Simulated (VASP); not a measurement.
# Ti (Im-3m) in VASP: further runs, part 2 of 2

VASP 6.6.1. Earlier steps stand in the parts before.

**4. Electric field gradients, PBE (volume scaled by 1.01)**

File INCAR:

```
SYSTEM = Ti
PREC     = Accurate       ! precision mode
ENCUT    = 520            ! plane-wave cutoff, eV
EDIFF    = 1E-8           ! SCF threshold, eV
ISMEAR   = -1             ! smearing method
SIGMA    = 0.05           ! smearing width, eV
LREAL    = .False.        ! projectors in reciprocal space
LASPH    = .True.         ! aspherical terms in the spheres
NELM     = 60             ! most SCF steps
ALGO     = Normal         ! electronic algorithm
ISIF     = 2              ! what is computed and relaxed
LWAVE    = .False.        ! write WAVECAR
LCHARG   = .False.        ! write CHGCAR
GGA      = PE             ! functional
LEFG     = .True.       
NBANDS   = 12             ! bands
```

File KPOINTS:

```
regular mesh
0
Gamma
  14 14 14
  0 0 0
```

File POSCAR:

```
Ti
1.0
   -1.6464518673      1.6464518673      1.6464518673
    1.6464518673     -1.6464518673      1.6464518673
    1.6464518673      1.6464518673     -1.6464518673
Ti
1
Direct
    0.0000000000      0.0000000000      0.0000000000
```

Potentials or basis: VASP PAW PBE potentials, release 64 (Ti_sv).

Command:

```bash
$ cat potpaw_PBE.64/Ti_sv/POTCAR > POTCAR
$ mpirun -np 1 vasp_std > vasp.out
```

OUTCAR:

```text
SYSTEM = Ti
   PREC = Accurate
   ENCUT = 520
   EDIFF = 1E-8
   ISMEAR = -1
   LREAL = .False.
   LASPH = .True.
   NELM = 60
   ISIF = 2
   GGA = PE

 ion  position               nearest neighbor table
   1  0.000  0.000  0.000-

  LATTYP: Found a body centered cubic cell.
 ALAT       =     3.2929037346

  Lattice vectors:

 A1 = (  -1.6464518673,   1.6464518673,   1.6464518673)
 A2 = (   1.6464518673,  -1.6464518673,   1.6464518673)
 A3 = (   1.6464518673,   1.6464518673,  -1.6464518673)

Analysis of symmetry for initial positions (statically):
=====================================================================
 Subroutine PRICEL returns:
 Original cell was already a primitive cell.

 Routine SETGRP: Setting up the symmetry group for a
 body centered cubic supercell.

 Subroutine GETGRP returns: Found 48 space group operations
 (whereof 48 operations were pure point group operations)
 out of a pool of 48 trial point group operations.

The static configuration has the point symmetry O_h .

Analysis of symmetry for dynamics (positions and initial velocities):
=====================================================================
 Subroutine PRICEL returns:
 Original cell was already a primitive cell.

 Routine SETGRP: Setting up the symmetry group for a
 body centered cubic supercell.

 Subroutine GETGRP returns: Found 48 space group operations
 (whereof 48 operations were pure point group operations)
 out of a pool of 48 trial point group operations.

The dynamic configuration has the point symmetry O_h .

 Subroutine INISYM returns: Found 48 space group operations
 (whereof 48 operations are pure point group operations),
 and found     1 'primitive' translations

[... 154 lines left out ...]
      6       8.7648      0.00000
      7       8.7648      0.00000
      8       8.7648      0.00000
      9      10.4621      0.00000
     10      10.4621      0.00000
     11      25.0193      0.00000
     12      25.0193      0.00000
[... 331 lines left out ...]
 k-point    24 :       0.3571    0.2857    0.0000
  band No.  band energies     occupation
      1     -48.6547      2.00000
      2     -25.1392      2.00000
      3     -25.0440      2.00000
      4     -24.7473      2.00000
      5       6.7345      2.00000
      6       7.2795      1.99993
      7       7.4417      1.99833
      8      10.5590      0.00000
      9      10.7816      0.00000
     10      14.7059      0.00000
     11      15.9957      0.00000
     12      17.0285      0.00000

 [... further k-points ...]
[... 5 lines left out ...]
  --------------------------------------------------------------------------------------
  -------------------------------------------------------------------------------------
  Total       -0.3969362     -0.3969362     -0.3969362      0.0000000     -0.0000000      0.0000000
  in kB      -35.6224855    -35.6224855    -35.6224855      0.0000000     -0.0000000      0.0000000
  external PRESSURE =     -35.6224855 kB  Pullay stress =       0.0000000 kB

 VOLUME and BASIS-vectors are now :
 -----------------------------------------------------------------------------
  energy-cutoff  :      520.00
  volume of cell :       17.85
      direct lattice vectors                 reciprocal lattice vectors
    -1.646451867  1.646451867  1.646451867     0.000000000  0.303683339  0.303683339
     1.646451867 -1.646451867  1.646451867     0.303683339  0.000000000  0.303683339
     1.646451867  1.646451867 -1.646451867     0.303683339  0.303683339  0.000000000

 POSITION                                       TOTAL-FORCE (eV/Angst)
 -----------------------------------------------------------------------------------
      0.00000      0.00000      0.00000         0.000000      0.000000     -0.000000
 -----------------------------------------------------------------------------------
    total drift:                                0.000000      0.000000      0.000000

  FREE ENERGIE OF THE ION-ELECTRON SYSTEM (eV)
  ---------------------------------------------------
  free  energy   TOTEN  =        -7.7265439346 eV

  energy  without entropy=       -7.7055990877  energy(sigma->0) =       -7.71607151

 Electric field gradients (V/A^2)
---------------------------------------------------------------------
 ion       V_xx      V_yy      V_zz      V_xy      V_xz      V_yz
---------------------------------------------------------------------
   1      -0.000    -0.000    -0.000     0.001     0.001     0.001
---------------------------------------------------------------------

 Electric field gradients after diagonalization (V/A^2)
 (convention: |V_zz| > |V_xx| > |V_yy|)
----------------------------------------------------------------------
 ion       V_xx      V_yy      V_zz     asymmetry (V_yy - V_xx)/ V_zz
----------------------------------------------------------------------
   1      -0.001    -0.001     0.001       0.000
----------------------------------------------------------------------

           NMR quadrupolar parameters

 Cq : quadrupolar parameter    Cq=e*Q*V_zz/h
 eta: asymmetry parameters     (V_yy - V_xx)/ V_zz
 Q  : nuclear electric quadrupole moment in mb (millibarn)
----------------------------------------------------------------------
 ion       Cq(MHz)       eta       Q (mb)
----------------------------------------------------------------------
   1       0.000       0.000       1.000
----------------------------------------------------------------------
```

OSZICAR:

```text
N       E                     dE             d eps       ncg     rms          rms(c)
DAV:   1     0.898606994722E+02    0.89861E+02   -0.66120E+03  2504   0.121E+03
DAV:   2    -0.421947094780E+01   -0.94080E+02   -0.91566E+02  2544   0.300E+02
DAV:   3    -0.872274811203E+01   -0.45033E+01   -0.44393E+01  3480   0.661E+01
DAV:   4    -0.881822754949E+01   -0.95479E-01   -0.95368E-01  2776   0.865E+00
DAV:   5    -0.882055753109E+01   -0.23300E-02   -0.23300E-02  2984   0.122E+00    0.809E+00
DAV:   6    -0.771928328457E+01    0.11013E+01   -0.27368E+00  2688   0.229E+01    0.199E+00
DAV:   7    -0.771775072089E+01    0.15326E-02   -0.65980E-02  2912   0.262E+00    0.123E+00
DAV:   8    -0.772609460696E+01   -0.83439E-02   -0.33545E-02  2680   0.206E+00    0.916E-02
DAV:   9    -0.772652329496E+01   -0.42869E-03   -0.19106E-03  2952   0.393E-01    0.675E-02
DAV:  10    -0.772656153916E+01   -0.38244E-04   -0.23389E-04  2704   0.152E-01    0.156E-02
DAV:  11    -0.772654283423E+01    0.18705E-04   -0.25518E-05  2892   0.755E-02    0.680E-03
DAV:  12    -0.772654371879E+01   -0.88456E-06   -0.14875E-06  3460   0.135E-02    0.563E-04
DAV:  13    -0.772654408837E+01   -0.36958E-06   -0.14112E-07  3412   0.249E-03    0.190E-03
DAV:  14    -0.772654396854E+01    0.11983E-06   -0.55273E-08  2604   0.272E-03    0.219E-04
DAV:  15    -0.772654393779E+01    0.30750E-07   -0.22930E-09  1708   0.519E-04    0.586E-05
DAV:  16    -0.772654393458E+01    0.32028E-08   -0.51474E-10  1308   0.212E-04
   1 F= -.77265439E+01 E0= -.77160715E+01  d E =-.209448E-01
```

stdout:

```text
POSCAR found type information on POSCAR Ti
 POSCAR found :  1 types and       1 ions
 scaLAPACK will be used
 LDA part: xc-table for (Slater+PW92), standard interpolation
 POSCAR, INCAR and KPOINTS ok, starting setup
 FFT: planning ... GRIDC
 FFT: planning ... GRID_SOFT
 FFT: planning ... GRID
 WAVECAR not read
 entering main loop
ion   1
```

It took 24 s on 1 thread of Intel Xeon Platinum 8259CL at 2.50GHz (Skylake/Cascade Lake), shared host; peak memory 0.15 GiB.

Results:

```
Free energy            : -7.7265 eV
Pressure               : -3.6 GPa
Band gap on the k mesh : zero (band 6 reaches 8.76 eV, above the bottom of band 7 at 7.15 eV)
```

Levels at points of the mesh, in eV from the Fermi level:
```tsv
k point	band 3	band 4	band 5	band 6	band 7	band 8	band 9	band 10
(0.00, 0.00, 0.00)	-32.47	-32.47	-5.88	0.97	0.97	0.97	2.67	2.67
(0.50, 0.00, 0.00)	-32.66	-32.47	-2.38	-0.36	1.07	2.65	2.99	4.12
(0.50, 0.50, 0.50)	-32.89	-32.89	-2.01	-2.01	3.79	3.79	3.79	8.17
```

Caveat: without QUAD_EFG the Cq values of the log hold for a quadrupole moment of 1 mb, not for the nuclei.
